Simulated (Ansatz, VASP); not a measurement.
**Two plane-wave programs on SrRh6**

```xyz
7
Lattice="5.8363 0.0000 0.0000 0.0000 5.8363 0.0000 0.0000 0.0000 5.8363" Properties=species:S:1:pos:R:3 pbc="T T T"
Sr    0.0000    0.0000    0.0000
Rh    2.9182    2.9182    1.1456
Rh    2.9182    2.9182    4.6907
Rh    1.1456    2.9182    2.9182
Rh    4.6907    2.9182    2.9182
Rh    2.9182    1.1456    2.9182
Rh    2.9182    4.6907    2.9182
```

Change from the starting cell: species swapped into the PrB6 type (Pm-3m, No. 221).

Alike in both runs: functional PBE; k mesh 4 × 4 × 4; occupations gaussian, width 0.1 eV; no spin polarisation.

Ansatz relaxed the structure, and its values are those at the end. VASP's run is a single point on that final structure, the one shown.

|  | VASP | Ansatz |
| --- | --- | --- |
| version | VASP 6.6.1 | Ansatz 0.2.0 |
| potentials or method | VASP PAW PBE potentials, release 64 (Sr_sv, Rh_pv), cutoff 520 eV | scalar-relativistic, plane waves, PAW |
| valence electrons in the cell | 100 | 112 |

|  | VASP | Ansatz | Ansatz less VASP |
| --- | --- | --- | --- |
| gap on the k mesh at the Fermi level (eV) | none | none | - |
| pressure (GPa) | -0.1 | -0.2 | -0.07 |
| rms of the force components (eV/Å) | 0.025 | 0.001 | -0.0242 |

A gap of «none» marks a metal or a gap that the smearing closes. With one functional, cell and mesh, what is left measures potentials, basis and numerics. VASP's potentials hold 100 valence electrons a cell and Ansatz's 112, so a difference there can come from the potentials and not from the codes.
